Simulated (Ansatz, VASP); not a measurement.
**WS2 in VASP and in Ansatz**

File INCAR:

```
SYSTEM = WS2
PREC     = Accurate       ! precision mode
ENCUT    = 520            ! plane-wave cutoff, eV
EDIFF    = 1E-7           ! SCF threshold, eV
ISMEAR   = 0              ! smearing method
SIGMA    = 0.05           ! smearing width, eV
LREAL    = .FALSE.        ! projectors in reciprocal space
LASPH    = .TRUE.         ! aspherical terms in the spheres
NELM     = 80             ! most SCF steps
ALGO     = Normal         ! electronic algorithm
ISIF     = 2              ! what is computed and relaxed
LWAVE    = .FALSE.        ! write WAVECAR
LCHARG   = .FALSE.        ! write CHGCAR
GGA      = PS             ! functional
IVDW     = 12             ! dispersion correction
NBANDS   = 20             ! bands
```

The input KPOINTS:

```
regular mesh
0
G
  12 12 2
  0 0 0
```

File POSCAR:

```
WS2
1.0
    3.1239380587      0.0000000000      0.0000000000
   -1.5619690294      2.7054097187      0.0000000000
    0.0000000000      0.0000000000     16.9375357456
W S
1 2
Direct
    0.3333333333      0.6666666667      0.0016144304
    0.6666666667      0.3333333333      0.9025223990
    0.6666666667      0.3333333333      0.0882200560
```

Input for Ansatz:

```yaml
crystal:
  lattice:
    - [3.1239380587, 0.0, 0.0]
    - [-1.5619690294, 2.7054097187, 0.0]
    - [0.0, 0.0, 16.9375357456]
  atoms:
    - { symbol: W, position: [0.3333333333, 0.6666666667, 0.0016144304] }
    - { symbol: S, position: [0.6666666667, 0.3333333333, 0.902522399] }
    - { symbol: S, position: [0.6666666667, 0.3333333333, 0.088220056] }
basis:
  ecutwfc: 420
kpoints:
  mp_grid: { grid: [12, 12, 2] }
hamiltonian:
  xc: pbesol
  pseudopotentials: { kind: paw, azcp: { folder: soft_1 } }
  dispersion: d3bj
scf:
  occupations: { method: gaussian, width: 0.05 }
output:
  forces: true
  stress: true
  eigenvalues: true
```

Change from the starting cell: mode 4 frozen in at +0.000 Å and mode 9 at -0.078 Å (largest displacements).

Alike in both runs: task single point; functional PBEsol; dispersion D3(BJ); k mesh 12 × 12 × 2; occupations gaussian, width 0.05 eV; no spin polarisation.

```csv
,VASP,Ansatz
version,VASP 6.6.1,Ansatz 0.2.0
potentials or method,"VASP PAW PBE potentials, release 64 (W_sv, S), cutoff 520 eV","scalar-relativistic, plane waves, PAW"
valence electrons in the cell,26,26
```

```tsv
	VASP	Ansatz	Ansatz less VASP
gap on the k mesh at the Fermi level (eV)	1.91	1.90	-0.010
least direct gap on the mesh (eV)	2.04	2.03	-0.003
rms of the force components (eV/Å)	1.474	1.471	-0.0034
```

VASP's potentials were made for PBE, not for PBEsol, and Ansatz warns of the same on its side. Atom by atom the forces differ by 0.010 eV/Å (rms over components).

Neither program's run includes spin-orbit coupling.
